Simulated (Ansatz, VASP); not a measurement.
# One calculation of Pt, two programs

The input INCAR:

```
SYSTEM = Pt
PREC = Accurate
ENCUT = 520
EDIFF = 1E-6
ISMEAR = 0
SIGMA = 0.15
LREAL = .False.
LASPH = .True.
NELM = 60
ALGO = Fast
ISIF = 2
LWAVE = .False.
LCHARG = .True.
GGA = PS
LELF = .True.
LVHAR = .True.
NBANDS = 17
```

File KPOINTS:

```
regular mesh
0
Gamma
  18 18 10
  0 0 0
```

The input POSCAR:

```
Pt
1.0
    2.7251897179      0.0000000000      0.0000000000
   -1.3625948590      2.3600835258      0.0000000000
    0.0000000000      0.0000000000      5.2246833688
Pt
2
Direct
    0.6666666667      0.3333333333      0.7500000000
    0.3333333333      0.6666666667      0.2500000000
```

Input for Ansatz:

```yaml
crystal:
  lattice:
    - [2.7251897179, 0.0, 0.0]
    - [-1.362594859, 2.3600835258, 0.0]
    - [0.0, 0.0, 5.2246833688]
  atoms:
    - { symbol: Pt, position: [0.6666666667, 0.3333333333, 0.75] }
    - { symbol: Pt, position: [0.3333333333, 0.6666666667, 0.25] }
basis:
  ecutwfc: 420
kpoints:
  mp_grid: { grid: [18, 18, 10] }
hamiltonian:
  xc: pbesol
scf:
  occupations: { method: gaussian, width: 0.15 }
output:
  forces: true
  stress: true
  eigenvalues: true
  write_density: true
  write_potential: true
  elf: true
  volumetric_format: npy
```

Change from the starting cell: engineering shear strain xy +0.0000, normal strain along z +0.1100.

Alike in both runs: task single point; functional PBEsol; k mesh 18 × 18 × 10; occupations gaussian, width 0.15 eV; no spin polarisation.

|  | VASP | Ansatz |
| --- | --- | --- |
| version | VASP 6.6.1 | Ansatz 0.2.0 |
| potentials or method | VASP PAW PBE potentials, release 64 (Pt), cutoff 520 eV | scalar-relativistic, plane waves, PAW |
| valence electrons in the cell | 20 | 36 |

|  | VASP | Ansatz | Ansatz less VASP |
| --- | --- | --- | --- |
| gap on the k mesh at the Fermi level (eV) | none | none | - |
| pressure (GPa) | -17.8 | -17.4 | +0.33 |
| traceless stress, the component that is largest in VASP (GPa) | -8.18 | -8.15 | +0.023 |

VASP's potentials were made for PBE, not for PBEsol. A gap of «none» marks a metal or a gap that the smearing closes. VASP's potentials hold 20 valence electrons a cell and Ansatz's 36, so a difference there can come from the potentials and not from the codes.

Spin-orbit coupling is off throughout.
